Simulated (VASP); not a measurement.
The system is Bi3Te2S.

```
CELL_PARAMETERS angstrom
5.42967 0.00000 0.00000
0.00000 5.42967 0.00000
0.00000 0.00000 9.09637
ATOMIC_POSITIONS crystal
Bi 0.50000 0.00000 0.56666
Bi 0.00000 0.50000 0.56666
Bi 0.50000 0.50000 0.74678
Te 0.00000 0.00000 0.12398
Te 0.00000 0.00000 0.75899
S 0.00000 0.00000 0.38680
```

The cell was generated, and may not be a known phase.

| Item | Value |
| --- | --- |
| Program | VASP 6.6.1 |
| Task | relaxation of cell and atoms |
| Functional | PBE |
| Potentials or basis | VASP PAW PBE potentials, release 64 (Bi_d, Te, S) |
| Cutoff | 600 eV |
| k mesh | 8 × 8 × 4 |
| Occupations | gaussian, width 0.1 eV |
| Spin | no spin polarisation |

At the start: pressure -0.1 GPa; volume 44.70 Å³/atom.

**Question.** Where does the relaxation end?

**Answer.** Over 16 steps the energy falls by 3.5 meV/atom and the volume is 43.66 Å³/atom (-2.3 %); space group P4mm (No. 99, to 0.1 Å) before and after.

The path:
```tsv
step	energy change (eV)	largest force (eV/Å)	pressure (GPa)	volume (Å³)
1	0.0000	0.2977	-0.10	268.17
2	-0.0096	0.2159	-0.13	267.12
3	-0.0152	0.1804	-0.18	265.79
4	-0.0194	0.1067	0.13	262.75
5	-0.0196	0.0926	0.09	263.25
6	-0.0204	0.0681	-0.02	263.34
7	-0.0204	0.0669	-0.02	263.33
8	-0.0204	0.0675	-0.03	263.33
9	-0.0206	0.0189	-0.04	263.03
10	-0.0206	0.0220	-0.04	262.98
11	-0.0208	0.0293	0.02	262.37
12	-0.0208	0.0324	0.04	262.14
13	-0.0210	0.0239	0.03	262.06
14	-0.0212	0.0346	0.02	261.88
15	-0.0212	0.0143	-0.02	262.01
16	-0.0212	0.0093	-0.02	261.99
```

Final structure:
```
Bi Te S
1.0
     5.36348    0.00000    0.00000
     0.00000    5.36348    0.00000
     0.00000    0.00000    9.10726
Bi Te S
3 2 1
Direct
  0.50000 0.00000 0.56311
  0.00000 0.50000 0.56311
  0.50000 0.50000 0.75393
  0.00000 0.00000 0.12261
  0.00000 0.00000 0.76121
  0.00000 0.00000 0.38592
```

Caveat: an odd number of electrons without spin polarisation forces a metal; a magnetic or distorted state may lie lower.
